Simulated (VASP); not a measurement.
# P (Im-3m) in VASP: further runs

P is run at these levels: PBEsol; tasks: single point.

Everything below comes from runs of VASP 6.6.1. Logs are shortened: lines on timing, memory, paths and dates and some standing lists are left out, and cuts for length are marked.

### 1 The cell of the first run

The structure is cubic, space group Im-3m (No. 229). The conventional cell has a = 2.309 Å, b = 2.309 Å, c = 2.309 Å, α = 90.00°, β = 90.00°, γ = 90.00°. Within 2.6 Å of P (site symmetry m-3m) lie 14 P at 2.00 to 2.31 Å.

This isn't the form of P at room conditions, which is orthorhombic.

### 2 Single point, PBEsol (6.16 Å³/atom)

INCAR

```
SYSTEM = P
PREC     = Accurate       ! precision mode
ENCUT    = 500            ! plane-wave cutoff, eV
EDIFF    = 1E-6           ! SCF threshold, eV
ISMEAR   = -1             ! smearing method
SIGMA    = 0.05           ! smearing width, eV
LREAL    = .FALSE.        ! projectors in reciprocal space
LASPH    = .TRUE.         ! aspherical terms in the spheres
NELM     = 120            ! most SCF steps
ALGO     = Normal         ! electronic algorithm
ISIF     = 2              ! what is computed and relaxed
LWAVE    = .FALSE.        ! write WAVECAR
LCHARG   = .FALSE.        ! write CHGCAR
GGA      = PS             ! functional
NBANDS   = 8              ! bands
GGA_COMPAT= .FALSE.
```

KPOINTS

```
regular mesh
0
G
  17 17 17
  0 0 0
```

POSCAR

```
P
1.0
   -1.1545448884      1.1545448884      1.1545448884
    1.1545448884     -1.1545448884      1.1545448884
    1.1545448884      1.1545448884     -1.1545448884
P
1
Direct
    0.0000000000      0.0000000000      0.0000000000
```

Potentials or basis: VASP PAW PBE potentials, release 64 (P).

Command:

```sh
> cat potpaw_PBE.64/P/POTCAR > POTCAR
> mpirun -np 1 vasp_std > vasp.out
```

OUTCAR:

```text
SYSTEM = P
   PREC = Accurate
   ENCUT = 500
   EDIFF = 1E-6
   ISMEAR = -1
   LREAL = .FALSE.
   LASPH = .TRUE.
   NELM = 120
   ISIF = 2
   GGA = PS

 ion  position               nearest neighbor table
   1  0.000  0.000  0.000-

  LATTYP: Found a body centered cubic cell.
 ALAT       =     2.3090897768

  Lattice vectors:

 A1 = (  -1.1545448884,   1.1545448884,   1.1545448884)
 A2 = (   1.1545448884,  -1.1545448884,   1.1545448884)
 A3 = (   1.1545448884,   1.1545448884,  -1.1545448884)

Analysis of symmetry for initial positions (statically):
=====================================================================
 Subroutine PRICEL returns:
 Original cell was already a primitive cell.

 Routine SETGRP: Setting up the symmetry group for a
 body centered cubic supercell.

 Subroutine GETGRP returns: Found 48 space group operations
 (whereof 48 operations were pure point group operations)
 out of a pool of 48 trial point group operations.

The static configuration has the point symmetry O_h .

Analysis of symmetry for dynamics (positions and initial velocities):
=====================================================================
 Subroutine PRICEL returns:
 Original cell was already a primitive cell.

 Routine SETGRP: Setting up the symmetry group for a
 body centered cubic supercell.

 Subroutine GETGRP returns: Found 48 space group operations
 (whereof 48 operations were pure point group operations)
 out of a pool of 48 trial point group operations.

The dynamic configuration has the point symmetry O_h .

 Subroutine INISYM returns: Found 48 space group operations
 (whereof 48 operations are pure point group operations),
 and found     1 'primitive' translations

----------------------------------------------------------------------------------------

                                     Primitive cell

  volume of cell :       6.1559

  direct lattice vectors                    reciprocal lattice vectors
    -1.154544888  1.154544888  1.154544888     0.000000000  0.433071079  0.433071079
     1.154544888 -1.154544888  1.154544888     0.433071079  0.000000000  0.433071079
     1.154544888  1.154544888 -1.154544888     0.433071079  0.433071079  0.000000000

  length of vectors
     1.999730406  1.999730406  1.999730406     0.612454993  0.612454993  0.612454993

  position of ions in fractional coordinates (direct lattice)
     0.000000000  0.000000000  0.000000000

  ion indices of the primitive-cell ions
   primitive index   ion index
                 1           1

----------------------------------------------------------------------------------------

 KPOINTS: regular mesh

Automatic generation of k-mesh.
 Grid dimensions read from file:
 generate k-points for:   17   17   17

 Generating k-lattice:

  Cartesian coordinates                     Fractional coordinates (reciprocal lattice)
     0.000000000  0.025474769  0.025474769     0.058823529  0.000000000  0.000000000
     0.025474769  0.000000000  0.025474769     0.000000000  0.058823529  0.000000000
     0.025474769  0.025474769  0.000000000     0.000000000  0.000000000  0.058823529

  Length of vectors
     0.036026764  0.036026764  0.036026764

  Shift w.r.t. Gamma in fractional coordinates (k-lattice)
     0.000000000  0.000000000  0.000000000

 Subroutine IBZKPT returns following result:
 ===========================================

 Found    165 irreducible k-points:

 Following reciprocal coordinates:
            Coordinates               Weight
  0.000000  0.000000  0.000000      1.000000
  0.058824  0.000000  0.000000     12.000000
  0.117647  0.000000  0.000000     12.000000
  0.176471  0.000000  0.000000     12.000000
  0.235294  0.000000  0.000000     12.000000
  0.294118  0.000000  0.000000     12.000000
[... 16 lines left out ...]
  0.411765  0.117647  0.000000     48.000000
  0.176471  0.176471  0.000000     24.000000
 [... further k-points ...]
   k-points           NKPTS =    165   k-points in BZ     NKDIM =    165   number of bands    NBANDS=      8
   number of dos      NEDOS =    301   number of ions     NIONS =      1
   total plane-waves  NPLWV =   4096
   dimension x,y,z NGX =    16 NGY =   16 NGZ =   16
   dimension x,y,z NGXF=    32 NGYF=   32 NGZF=   32
   ions per type =               1
   NGX,Y,Z   is equivalent  to a cutoff of  13.30, 13.30, 13.30 a.u.
   NGXF,Y,Z  is equivalent  to a cutoff of  26.60, 26.60, 26.60 a.u.
 SYSTEM =  P
   PREC   = accura    normal or accurate (medium, high low for compatibility)
   ISTART =      0    job   : 0-new  1-cont  2-samecut
   ICHARG =      2    charge: 1-file 2-atom 10-const
   ISPIN  =      1    spin polarized calculation?
   LNONCOLLINEAR =      F non collinear calculations
   LSORBIT =      F    spin-orbit coupling
   LASPH  =      T    aspherical Exc in radial PAW
   ENCUT  =  500.0 eV  36.75 Ry    6.06 a.u.   3.65  3.65  3.65*2*pi/ulx,y,z
   NELM   =    120;   NELMIN=  2; NELMDL= -5     # of ELM steps
   EDIFF  = 0.1E-05   stopping-criterion for ELM
   LREAL  =      F    real-space projection
   EDIFFG = 0.1E-04   stopping-criterion for IOM
   NSW    =      0    number of steps for IOM
   IBRION =     -1    ionic relax: 0-MD 1-quasi-New 2-CG
   NFREE  =      0    steps in history (QN), initial steepest desc. (CG)
   ISIF   =      2    stress and relaxation
   ISYM   =      2    0-nonsym 1-usesym 2-fastsym
   POTIM  = 0.5000    time-step for ionic-motion
   TEBEG  =    0.0;   TEEND  =   0.0 temperature during run
   PSTRESS=    0.0 pullay stress
   NELECT =       5.0000    total number of electrons
   NUPDOWN=      -1.0000    fix difference up-down
   EMIN   =  10.00;   EMAX   =-10.00  energy-range for DOS
   EFERMI =   0.00;   METHOD = LEGACY
   ISMEAR =    -1;   SIGMA  =   0.05  broadening in eV -4-tet -1-fermi 0-gaus
   EFERMI_NEDOS =   21; number of points for ismear=-14 and -15
   IALGO  =     38    algorithm
   IMIX   =      4    mixing-type and parameters
     AMIX     =   0.40;   BMIX     =  1.00
     AMIX_MAG =   1.60;   BMIX_MAG =  1.00
  volume/ion in A,a.u.               =       6.16        41.54
  Fermi-wavevector in a.u.,A,eV,Ry     =   1.527451  2.886464 31.743850  2.333107
  Thomas-Fermi vector in A             =   2.635346
   LORBIT       =      0    0 simple, 1 ext, 2 COOP (PROOUT), +10 PAW based schemes
   GGA     = PS    functional components
   LHFCALC =     F    Hartree Fock is set to
   AEXX    =    0.0000 exact exchange contribution
   IVDW    =     0    specifies the selected vdW correction
   LEPSILON=     F    determine dielectric tensor
   LRPA    =     F    only Hartree local field effects (RPA)
 non-spin polarized calculation
  energy-cutoff  :      500.00
  volume of cell :        6.16
 maximum number of plane-waves:       164
   NGX =  7   NGY =  7   NGZ =  7

 number of electron       5.0000001 magnetization

 Free energy of the ion-electron system (eV)
  ---------------------------------------------------
  ext. energy  EPLUGINS =         0.00000000
  ---------------------------------------------------
  free energy    TOTEN  =         0.01711413 eV

  energy without entropy =        0.01996349  energy(sigma->0) =        0.01853881

 E-fermi :  26.5232     XC(G=0): -15.5583

 val. band max:       26.5058957372   @ k =   0.1765   0.1176   0.1176
 cond. band min:      26.5985708310   @ k =   0.3529   0.1765   0.1176
 fundamental gap:      0.0926750937
 Fermi energy:        26.5232454172

 k-point     1 :       0.0000    0.0000    0.0000
  band No.  band energies     occupation
      1      -1.7044      2.00000
      2      41.6840      0.00000
      3      41.6840      0.00000
      4      41.6840      0.00000
      5      47.4127      0.00000
      6      47.4127      0.00000
      7      47.4127      0.00000
      8      48.3297      0.00000

 k-point     2 :       0.0588    0.0000    0.0000
  band No.  band energies     occupation
      1      -1.5207      2.00000
      2      39.9823      0.00000
      3      40.9439      0.00000
      4      40.9854      0.00000
      5      46.0450      0.00000
      6      46.7241      0.00000
      7      47.9759      0.00000
      8      48.4749      0.00000

 k-point     3 :       0.1176    0.0000    0.0000
  band No.  band energies     occupation
      1      -0.9708      2.00000
      2      36.1412      0.00000
      3      39.4172      0.00000
      4      39.5202      0.00000
      5      44.1305      0.00000
      6      45.4278      0.00000
      7      48.7450      0.00000
      8      49.6509      0.00000

 k-point     4 :       0.1765    0.0000    0.0000
  band No.  band energies     occupation
      1      -0.0586      2.00000
      2      31.7889      0.00000
      3      37.6622      0.00000
      4      38.0958      0.00000
      5      42.3456      0.00000
      6      44.3696      0.00000
      7      49.9041      0.00000
      8      50.3769      0.00000

 k-point     5 :       0.2353    0.0000    0.0000
  band No.  band energies     occupation
      1       1.2095      2.00000
      2      27.4920      0.00000
      3      36.0392      0.00000
      4      36.8572      0.00000
      5      40.8167      0.00000
      6      43.3986      0.00000
      7      51.3010      0.00000
      8      51.3951      0.00000

 k-point     6 :       0.2941    0.0000    0.0000
  band No.  band energies     occupation
      1       2.8242      2.00000
      2      23.4097      2.00000
      3      34.6753      0.00000
      4      35.8543      0.00000
      5      39.5819      0.00000
      6      42.5259      0.00000
      7      52.4381      0.00000
      8      53.2092      0.00000

 k-point     7 :       0.3529    0.0000    0.0000
  band No.  band energies     occupation
      1       4.7720      2.00000
      2      19.6001      2.00000
      3      33.6254      0.00000
      4      35.1007      0.00000
      5      38.6533      0.00000
      6      41.8064      0.00000
      7      53.7506      0.00000
      8      55.3168      0.00000
[... 133 lines left out ...]
 k-point    20 :       0.2353    0.1176    0.0000
  band No.  band energies     occupation
      1       3.3587      2.00000
      2      23.7908      2.00000
      3      29.5178      0.00000
      4      35.3528      0.00000
      5      41.9514      0.00000
      6      45.8088      0.00000
      7      50.0755      0.00000
      8      55.6186      0.00000

 k-point    21 :       0.2941    0.1176    0.0000
  band No.  band energies     occupation
      1       5.2992      2.00000
      2      20.0356      2.00000
      3      28.5097      0.00000
      4      34.5142      0.00000
      5      41.1172      0.00000
      6      45.8615      0.00000
      7      50.8533      0.00000
      8      57.6340      0.00000

 k-point    22 :       0.3529    0.1176   -0.0000
  band No.  band energies     occupation
      1       7.5428      2.00000
      2      16.5722      2.00000
      3      27.8383      0.00000
      4      33.9467      0.00000
      5      40.5338      0.00000
      6      45.7064      0.00000
      7      52.2071      0.00000
      8      58.4458      0.00000

 k-point    23 :       0.4118    0.1176    0.0000
  band No.  band energies     occupation
      1       9.9374      2.00000
      2      13.5659      2.00000
      3      27.5023      0.00000
      4      33.6609      0.00000
      5      40.2358      0.00000
      6      45.5770      0.00000
      7      53.5421      0.00000
      8      57.8204      0.00000

 k-point    24 :       0.1765    0.1765    0.0000
  band No.  band energies     occupation
      1       3.1809      2.00000
      2      25.5240      2.00000
      3      27.5906      0.00000
      4      35.2901      0.00000
      5      43.3694      0.00000
      6      45.4046      0.00000
      7      52.6216      0.00000
      8      52.8159      0.00000

 [... further k-points ...]
[... 5 lines left out ...]
  --------------------------------------------------------------------------------------
  -------------------------------------------------------------------------------------
  Total       16.8822674     16.8822674     16.8822674     -0.0000000     -0.0000000      0.0000000
  in kB     4393.8871441   4393.8871441   4393.8871441     -0.0000000     -0.0000000      0.0000000
  external PRESSURE =    4393.8871441 kB  Pullay stress =       0.0000000 kB

 VOLUME and BASIS-vectors are now :
 -----------------------------------------------------------------------------
  energy-cutoff  :      500.00
  volume of cell :        6.16
      direct lattice vectors                 reciprocal lattice vectors
    -1.154544888  1.154544888  1.154544888     0.000000000  0.433071079  0.433071079
     1.154544888 -1.154544888  1.154544888     0.433071079  0.000000000  0.433071079
     1.154544888  1.154544888 -1.154544888     0.433071079  0.433071079  0.000000000

 POSITION                                       TOTAL-FORCE (eV/Angst)
 -----------------------------------------------------------------------------------
      0.00000      0.00000      0.00000        -0.000000     -0.000000      0.000000
 -----------------------------------------------------------------------------------
    total drift:                               -0.000000     -0.000000      0.000000

  FREE ENERGIE OF THE ION-ELECTRON SYSTEM (eV)
  ---------------------------------------------------
  free  energy   TOTEN  =         0.0171141332 eV

  energy  without entropy=        0.0199634879  energy(sigma->0) =        0.01853881
```

It took 3 s on 1 thread of Intel Xeon Platinum 8375C at 2.90GHz (Ice Lake), shared host; peak memory 0.11 GiB.

Results:

* Free energy: 0.0171 eV
* Pressure: 439.4 GPa
* Band gap on the k mesh: zero (an odd number of electrons rules out a gap without spin polarisation)

Levels at points of the mesh, in eV from the Fermi level:
```csv
k point,band 1,band 2,band 3,band 4,band 5,band 6,band 7
"(0.00, 0.00, 0.00)",-28.23,15.16,15.16,15.16,20.89,20.89,20.89
```

Caveat: the cell stands under pressure; the PAW data sets were made with another functional, which shifts forces and pressure a little.

### 3 Single point, PBEsol (6.16 Å³/atom)

INCAR

```
PREC = Accurate ; ENCUT = 500
EDIFF = 1E-6 ; ISMEAR = -1
SIGMA = 0.05 ; LREAL = False
LASPH = True ; NELM = 120
ALGO = Normal ; ISIF = 2
LWAVE = False ; LCHARG = False
GGA = PS ; NBANDS = 8
GGA_COMPAT = False
```

KPOINTS

```
Automatic mesh
0
Gamma
  17 17 17
```

POSCAR is that of step 2.

Potentials or basis: VASP PAW PBE potentials, release 64 (P).

Command:

```sh
> cat potpaw_PBE.64/P/POTCAR > POTCAR
> mpirun -np 1 vasp_std > vasp.out
```

Wall time 3 s (1 thread of Intel Xeon Platinum 8375C at 2.90GHz (Ice Lake), shared host); peak memory 0.11 GiB.

The run converged. Its results:

* Free energy: 0.0171 eV
* Pressure: 439.4 GPa
* Band gap on the k mesh: zero (an odd number of electrons rules out a gap without spin polarisation)

Levels at points of the mesh, in eV from the Fermi level:
```csv
k point,band 1,band 2,band 3,band 4,band 5,band 6,band 7
"(0.00, 0.00, 0.00)",-28.23,15.16,15.16,15.16,20.89,20.89,20.89
```

Caveat: the cell stands under pressure; the PAW data sets were made with another functional, which shifts forces and pressure a little.
